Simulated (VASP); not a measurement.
## PbO: electric field gradients with LDA

Crystal: PbO.

```
Pb O
1.0
     3.97440    0.00000    0.00000
     0.00000    3.97440    0.00000
     0.00000    0.00000    5.02200
Pb O
2 2
Direct
  0.00000 0.50000 0.23510
  0.50000 0.00000 0.76490
  0.00000 0.00000 0.00000
  0.50000 0.50000 0.00000
```

- Program: VASP 6.6.1
- Task: electric field gradients
- Functional: LDA
- Potentials or basis: VASP PAW LDA potentials, release 64 (Pb_d, O)
- Cutoff: 520 eV
- k mesh: 7 × 7 × 6
- Occupations: fermi-dirac, width 0.03 eV
- Spin: no spin polarisation
- Dipole correction: no
- Further INCAR settings: ALGO = Normal; EDIFF = 1e-08; NBANDS = 28

```yaml
Pressure: -1.6 GPa
Largest_force: 0.094 eV/Å
Band_gap_on_the_k_mesh: 1.44 eV, indirect (least direct gap 2.22 eV)
```

Forces on the atoms (eV/Å):
```
Pb   0.000  0.000 -0.094
Pb   0.000  0.000  0.094
O    0.000  0.000  0.000
O    0.000  0.000  0.000
```

Stress tensor (GPa, compression positive):
```
-1.78  0.00  0.00
 0.00 -1.78  0.00
 0.00  0.00 -1.30
```

Levels at points of the mesh, in eV from the valence-band top:
```csv
k point,band 18,band 19,band 20,band 21,band 22,band 23
"(0.00, 0.00, 0.00)",-1.72,-1.72,-0.01,2.30,5.28,5.63
"(0.00, 0.00, 0.50)",-1.75,-1.75,-0.95,1.80,3.96,3.96
```

Electric field gradients, principal values (V/Å²):
| atom | least | middle | greatest (by size) |
| --- | --- | --- | --- |
| 1 Pb | 112.736 | 112.736 | -225.472 |
| 2 Pb | 112.736 | 112.736 | -225.472 |
| 3 O | 1.435 | 1.435 | -2.870 |
| 4 O | 1.435 | 1.435 | -2.870 |

It took 46 s on 1 thread of Intel(R) Xeon(R) Platinum 8559C (Emerald Rapids) (shared host), peak memory 0.19 GiB.

Caveat: without QUAD_EFG the Cq values of the log hold for a quadrupole moment of 1 mb, not for the nuclei; spin-orbit coupling is left out, which moves the levels of the heavy elements. A hybrid or GW would open this gap; LDA tends to underestimate it.
